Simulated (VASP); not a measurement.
# SiC: single point with PBE

Crystal: SiC.

```
Si C
1.0
     3.15201    0.00000    0.00000
    -1.57600    2.72972    0.00000
     0.00000    0.00000    5.17543
Si C
2 2
Direct
  0.66667 0.33333 0.50457
  0.33333 0.66667 0.00457
  0.66667 0.33333 0.88043
  0.33333 0.66667 0.38043
```

This cell differs from its parent crystal: volume scaled by 1.06, then relaxed in part.

- Program: VASP 6.6.1
- Task: single point
- Functional: PBE
- Potentials or basis: VASP PAW PBE potentials, release 64 (Si, C)
- Cutoff: 520 eV
- k mesh: 12 × 12 × 6
- Occupations: gaussian, width 0.02 eV
- Spin: no spin polarisation

```yaml
Pressure: -11.1 GPa
Largest_force: 0.006 eV/Å
Band_gap_on_the_k_mesh: 2.40 eV, indirect (least direct gap 3.83 eV)
```

Forces on the atoms (eV/Å):
```
Si   0.000  0.000 -0.006
Si   0.000  0.000 -0.006
C    0.000  0.000  0.006
C    0.000  0.000  0.006
```

Levels at points of the mesh, in eV from the valence-band top:
```csv
k point,band 4,band 5,band 6,band 7,band 8,band 9,band 10,band 11,band 12,band 13
"(0.00, 0.00, 0.00)",-1.28,-1.28,-0.11,0.00,0.00,4.21,5.41,6.25,6.25,7.15
"(0.50, 0.00, 0.00)",-6.12,-5.17,-3.17,-3.08,-1.17,2.66,4.15,6.31,6.85,9.37
"(0.00, 0.00, 0.50)",-4.30,-0.69,-0.69,-0.69,-0.69,5.27,5.27,6.96,6.96,6.96
"(0.50, 0.00, 0.50)",-7.93,-2.34,-2.34,-2.25,-2.25,3.12,3.12,4.95,4.95,9.86
```

Run time: 26 s on 1 thread of Intel(R) Xeon(R) Platinum 8488C (Sapphire Rapids), with other jobs on the host, peak memory 0.18 GiB.

 A k mesh can miss the band edges.
